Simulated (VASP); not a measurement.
# Cs2Rb (P-3m1) in VASP: single point with PBE

Aim: the single point of Cs2Rb with PBE.

Everything below comes from runs of VASP 6.6.1. Logs are shortened: lines on timing, memory, paths and dates and some standing lists are left out, and cuts for length are marked.

### Step 1. The cell of the first run

The structure is trigonal, space group P-3m1 (No. 164). The conventional cell has a = 4.582 Å, b = 4.582 Å, c = 22.445 Å, α = 90.00°, β = 90.00°, γ = 120.00°.

### Step 2. Single point, PBE

File INCAR:

```
SYSTEM = Cs2Rb
ALGO = Normal
EDIFF = 1E-6
ENCUT = 520
GGA = PE
ISIF = 2
ISMEAR = 0
LASPH = .TRUE.
LCHARG = .FALSE.
LREAL = .FALSE.
LWAVE = .FALSE.
NBANDS = 36
NELM = 100
PREC = Accurate
SIGMA = 0.1
```

File KPOINTS:

```
k-points
0
G
  6 6 1
  0 0 0
```

File POSCAR:

```
Cs2Rb
1.0
    4.5815657700      0.0000000000      0.0000000000
   -2.2907828900      3.9677523500      0.0000000000
    0.0000000000      0.0000000000     22.4450907300
Cs Rb
4 2
Direct
    0.3333333300      0.6666666700      0.7500000000
    0.3333333300      0.6666666700      0.0833333300
    0.6666666700      0.3333333300      0.9166666700
    0.6666666700      0.3333333300      0.2500000000
    0.3333333300      0.6666666700      0.4166666700
    0.6666666700      0.3333333300      0.5833333300
```

Potentials or basis: VASP PAW PBE potentials, release 64 (Cs_sv, Rb_sv).

Command:

```bash
cat potpaw_PBE.64/Cs_sv/POTCAR potpaw_PBE.64/Rb_sv/POTCAR > POTCAR
mpirun -np 1 vasp_std > vasp.out
```

OUTCAR:

```text
SYSTEM = Cs2Rb
   EDIFF = 1E-6
   ENCUT = 520
   GGA = PE
   ISIF = 2
   ISMEAR = 0
   LASPH = .TRUE.
   LREAL = .FALSE.
   NELM = 100
   PREC = Accurate

 ion  position               nearest neighbor table
   1  0.333  0.667  0.750-
   2  0.333  0.667  0.083-
   3  0.667  0.333  0.917-
   4  0.667  0.333  0.250-
   5  0.333  0.667  0.417-   6 4.58   6 4.58   6 4.58
   6  0.667  0.333  0.583-   5 4.58   5 4.58   5 4.58

  LATTYP: Found a hexagonal cell.
 ALAT       =     4.5815657700
 C/A-ratio  =     4.8990000050

  Lattice vectors:

 A1 = (   4.5815657700,   0.0000000000,   0.0000000000)
 A2 = (  -2.2907828900,   3.9677523500,   0.0000000000)
 A3 = (   0.0000000000,   0.0000000000,  22.4450907300)

Analysis of symmetry for initial positions (statically):
=====================================================================
 Subroutine PRICEL returns:
 Original cell was already a primitive cell.

 Routine SETGRP: Setting up the symmetry group for a
 hexagonal supercell.

 Subroutine GETGRP returns: Found 12 space group operations
 (whereof 12 operations were pure point group operations)
 out of a pool of 24 trial point group operations.

The static configuration has the point symmetry D_3d.

Analysis of symmetry for dynamics (positions and initial velocities):
=====================================================================
 Subroutine PRICEL returns:
 Original cell was already a primitive cell.

 Routine SETGRP: Setting up the symmetry group for a
 hexagonal supercell.

 Subroutine GETGRP returns: Found 12 space group operations
 (whereof 12 operations were pure point group operations)
 out of a pool of 24 trial point group operations.

The dynamic configuration has the point symmetry D_3d.

 Subroutine INISYM returns: Found 12 space group operations
 (whereof 12 operations are pure point group operations),
 and found     1 'primitive' translations

----------------------------------------------------------------------------------------

                                     Primitive cell

  volume of cell :     408.0185

  direct lattice vectors                    reciprocal lattice vectors
     4.581565770  0.000000000  0.000000000     0.218265993  0.126015930  0.000000000
    -2.290782890  3.967752350  0.000000000     0.000000000  0.252031859  0.000000000
     0.000000000  0.000000000 22.445090730     0.000000000  0.000000000  0.044553173

  length of vectors
     4.581565770  4.581565776 22.445090730     0.252031859  0.252031859  0.044553173

  position of ions in fractional coordinates (direct lattice)
     0.333333330  0.666666670  0.750000000
     0.333333330  0.666666670  0.083333330
     0.666666670  0.333333330  0.916666670
     0.666666670  0.333333330  0.250000000
     0.333333330  0.666666670  0.416666670
     0.666666670  0.333333330  0.583333330

  ion indices of the primitive-cell ions
   primitive index   ion index
                 1           1
                 2           2
                 3           3
                 4           4
                 5           5
                 6           6

----------------------------------------------------------------------------------------

 KPOINTS: k-points

Automatic generation of k-mesh.
 Grid dimensions read from file:
 generate k-points for:    6    6    1

 Generating k-lattice:

  Cartesian coordinates                     Fractional coordinates (reciprocal lattice)
     0.036377665  0.021002655  0.000000000     0.166666667  0.000000000  0.000000000
     0.000000000  0.042005310  0.000000000     0.000000000  0.166666667  0.000000000
     0.000000000  0.000000000  0.044553173     0.000000000  0.000000000  1.000000000

  Length of vectors
     0.042005310  0.042005310  0.044553173

  Shift w.r.t. Gamma in fractional coordinates (k-lattice)
     0.000000000  0.000000000  0.000000000

 Subroutine IBZKPT returns following result:
 ===========================================

 Found      7 irreducible k-points:

 Following reciprocal coordinates:
            Coordinates               Weight
  0.000000  0.000000  0.000000      1.000000
  0.166667 -0.000000  0.000000      6.000000
  0.333333 -0.000000  0.000000      6.000000
  0.500000 -0.000000  0.000000      3.000000
  0.166667  0.166667  0.000000      6.000000
  0.333333  0.166667  0.000000     12.000000
  0.333333  0.333333  0.000000      2.000000
   k-points           NKPTS =      7   k-points in BZ     NKDIM =      7   number of bands    NBANDS=     36
   number of dos      NEDOS =    301   number of ions     NIONS =      6
   total plane-waves  NPLWV = 217728
   dimension x,y,z NGX =    36 NGY =   36 NGZ =  168
   dimension x,y,z NGXF=    72 NGYF=   72 NGZF=  336
   ions per type =               4   2
   NGX,Y,Z   is equivalent  to a cutoff of  13.06, 13.06, 12.44 a.u.
   NGXF,Y,Z  is equivalent  to a cutoff of  26.13, 26.13, 24.89 a.u.
 SYSTEM =  Cs2Rb
   PREC   = accura    normal or accurate (medium, high low for compatibility)
   ISTART =      0    job   : 0-new  1-cont  2-samecut
   ICHARG =      2    charge: 1-file 2-atom 10-const
   ISPIN  =      1    spin polarized calculation?
   LNONCOLLINEAR =      F non collinear calculations
   LSORBIT =      F    spin-orbit coupling
   LASPH  =      T    aspherical Exc in radial PAW
   ENCUT  =  520.0 eV  38.22 Ry    6.18 a.u.   8.52  8.52 41.73*2*pi/ulx,y,z
   NELM   =    100;   NELMIN=  2; NELMDL= -5     # of ELM steps
   EDIFF  = 0.1E-05   stopping-criterion for ELM
   LREAL  =      F    real-space projection
   EDIFFG = 0.1E-04   stopping-criterion for IOM
   NSW    =      0    number of steps for IOM
   IBRION =     -1    ionic relax: 0-MD 1-quasi-New 2-CG
   NFREE  =      0    steps in history (QN), initial steepest desc. (CG)
   ISIF   =      2    stress and relaxation
   ISYM   =      2    0-nonsym 1-usesym 2-fastsym
   POTIM  = 0.5000    time-step for ionic-motion
   TEBEG  =    0.0;   TEEND  =   0.0 temperature during run
   PSTRESS=    0.0 pullay stress
   NELECT =      54.0000    total number of electrons
   NUPDOWN=      -1.0000    fix difference up-down
   EMIN   =  10.00;   EMAX   =-10.00  energy-range for DOS
   EFERMI =   0.00;   METHOD = LEGACY
   ISMEAR =     0;   SIGMA  =   0.10  broadening in eV -4-tet -1-fermi 0-gaus
   EFERMI_NEDOS =   21; number of points for ismear=-14 and -15
   IALGO  =     38    algorithm
   IMIX   =      4    mixing-type and parameters
     AMIX     =   0.40;   BMIX     =  1.00
     AMIX_MAG =   1.60;   BMIX_MAG =  1.00
  volume/ion in A,a.u.               =      68.00       458.91
  Fermi-wavevector in a.u.,A,eV,Ry     =   0.834282  1.576564  9.470012  0.696026
  Thomas-Fermi vector in A             =   1.947647
   LORBIT       =      0    0 simple, 1 ext, 2 COOP (PROOUT), +10 PAW based schemes
   GGA     = PE    functional components
   LHFCALC =     F    Hartree Fock is set to
   AEXX    =    0.0000 exact exchange contribution
   IVDW    =     0    specifies the selected vdW correction
   LEPSILON=     F    determine dielectric tensor
   LRPA    =     F    only Hartree local field effects (RPA)
 non-spin polarized calculation
 Gauss-broadening in eV      SIGMA  =   0.10
  energy-cutoff  :      520.00
  volume of cell :      408.02
 maximum number of plane-waves:     11081
 NGX is ok and might be reduce to    36
   NGX = 17   NGY = 17   NGZ = 83

 number of electron      54.0000004 magnetization

 Free energy of the ion-electron system (eV)
  ---------------------------------------------------
  ext. energy  EPLUGINS =         0.00000000
  ---------------------------------------------------
  free energy    TOTEN  =        -4.01619995 eV

  energy without entropy =       -3.94404967  energy(sigma->0) =       -3.98012481

 E-fermi :   1.7220     XC(G=0):  -6.6968

 val. band max:        1.6746722051   @ k =   0.5000  -0.0000   0.0000
 cond. band min:       1.7243527276   @ k =   0.3333   0.1667   0.0000
 fundamental gap:      0.0496805225
 Fermi energy:         1.7220053554

 k-point     1 :       0.0000    0.0000    0.0000
  band No.  band energies     occupation
      1     -27.0307      2.00000
      2     -27.0232      2.00000
      3     -22.0550      2.00000
      4     -22.0465      2.00000
      5     -22.0228      2.00000
      6     -21.9992      2.00000
[... 28 lines left out ...]
     35       4.0659      0.00000
     36       4.2764      0.00000

 k-point     2 :       0.1667   -0.0000    0.0000
  band No.  band energies     occupation
      1     -27.0278      2.00000
      2     -27.0211      2.00000
      3     -22.0417      2.00000
      4     -22.0349      2.00000
      5     -22.0131      2.00000
      6     -21.9915      2.00000
[... 28 lines left out ...]
     35       3.7072      0.00000
     36       3.9249      0.00000

 k-point     3 :       0.3333   -0.0000    0.0000
  band No.  band energies     occupation
      1     -27.0216      2.00000
      2     -27.0172      2.00000
      3     -22.0139      2.00000
      4     -22.0110      2.00000
      5     -21.9932      2.00000
      6     -21.9776      2.00000
[... 28 lines left out ...]
     35       3.2872      0.00000
     36       3.3737      0.00000

 k-point     4 :       0.5000   -0.0000    0.0000
  band No.  band energies     occupation
      1     -27.0181      2.00000
      2     -27.0156      2.00000
      3     -21.9993      2.00000
      4     -21.9986      2.00000
      5     -21.9824      2.00000
      6     -21.9726      2.00000
[... 28 lines left out ...]
     35       2.9972      0.00000
     36       3.1426      0.00000

 k-point     5 :       0.1667    0.1667    0.0000
  band No.  band energies     occupation
      1     -27.0232      2.00000
      2     -27.0181      2.00000
      3     -22.0211      2.00000
      4     -22.0171      2.00000
      5     -21.9983      2.00000
      6     -21.9808      2.00000
[... 28 lines left out ...]
     35       3.2164      0.00000
     36       3.5591      0.00000

 k-point     6 :       0.3333    0.1667    0.0000
  band No.  band energies     occupation
      1     -27.0181      2.00000
      2     -27.0156      2.00000
      3     -21.9994      2.00000
      4     -21.9986      2.00000
      5     -21.9824      2.00000
      6     -21.9725      2.00000
[... 28 lines left out ...]
     35       3.0870      0.00000
     36       3.2200      0.00000

 k-point     7 :       0.3333    0.3333    0.0000
  band No.  band energies     occupation
      1     -27.0156      2.00000
      2     -27.0156      2.00000
      3     -21.9921      2.00000
      4     -21.9921      2.00000
      5     -21.9736      2.00000
      6     -21.9736      2.00000
[... 28 lines left out ...]
     35       2.7495      0.00000
     36       2.9655      0.00000

------------------------ aborting loop because EDIFF is reached ----------------------------------------

  FORCE on cell =-STRESS in cart. coord.  units (eV):
  Direction    XX          YY          ZZ          XY          YZ          ZX
  --------------------------------------------------------------------------------------
  -------------------------------------------------------------------------------------
  Total        5.2728068      5.2728068      5.0588302     -0.0000000      0.0000000     -0.0000000
  in kB       20.7048740     20.7048740     19.8646464     -0.0000000      0.0000000     -0.0000000
  external PRESSURE =      20.4247981 kB  Pullay stress =       0.0000000 kB

 VOLUME and BASIS-vectors are now :
 -----------------------------------------------------------------------------
  energy-cutoff  :      520.00
  volume of cell :      408.02
      direct lattice vectors                 reciprocal lattice vectors
     4.581565770  0.000000000  0.000000000     0.218265993  0.126015930  0.000000000
    -2.290782890  3.967752350  0.000000000     0.000000000  0.252031859  0.000000000
     0.000000000  0.000000000 22.445090730     0.000000000  0.000000000  0.044553173

 POSITION                                       TOTAL-FORCE (eV/Angst)
 -----------------------------------------------------------------------------------
     -0.00000      2.64517     16.83382         0.000000      0.000000     -0.060478
     -0.00000      2.64517      1.87042        -0.000000      0.000000     -0.008765
      2.29078      1.32258     20.57467         0.000000      0.000000      0.008765
      2.29078      1.32258      5.61127        -0.000000     -0.000000      0.060478
     -0.00000      2.64517      9.35212        -0.000000     -0.000000      0.083864
      2.29078      1.32258     13.09297         0.000000      0.000000     -0.083864
 -----------------------------------------------------------------------------------
    total drift:                                0.000000      0.000000     -0.000000

  FREE ENERGIE OF THE ION-ELECTRON SYSTEM (eV)
  ---------------------------------------------------
  free  energy   TOTEN  =        -4.0161999452 eV

  energy  without entropy=       -3.9440496715  energy(sigma->0) =       -3.98012481
```

It took 2.3 min on 1 thread of Intel Xeon Platinum 8259CL at 2.50GHz (Skylake/Cascade Lake), shared host; peak memory 0.53 GiB.

What came out:

```yaml
Free_energy: -4.0162 eV
Pressure: 2.0 GPa
Largest_force: 0.084 eV/Å
Band_gap_on_the_k_mesh: zero (bands 27 and 28 overlap by 1.55 eV)
```

Forces in eV/Å, atoms in the order of the input:
```
Cs   0.000  0.000 -0.060
Cs   0.000  0.000 -0.009
Cs   0.000  0.000  0.009
Cs   0.000  0.000  0.060
Rb   0.000  0.000  0.084
Rb   0.000  0.000 -0.084
```

Stress tensor (GPa, compression positive):
```
2.07 0.00 0.00
0.00 2.07 0.00
0.00 0.00 1.99
```

Caveat: spin-orbit coupling is left out, which moves the levels of the heavy elements.
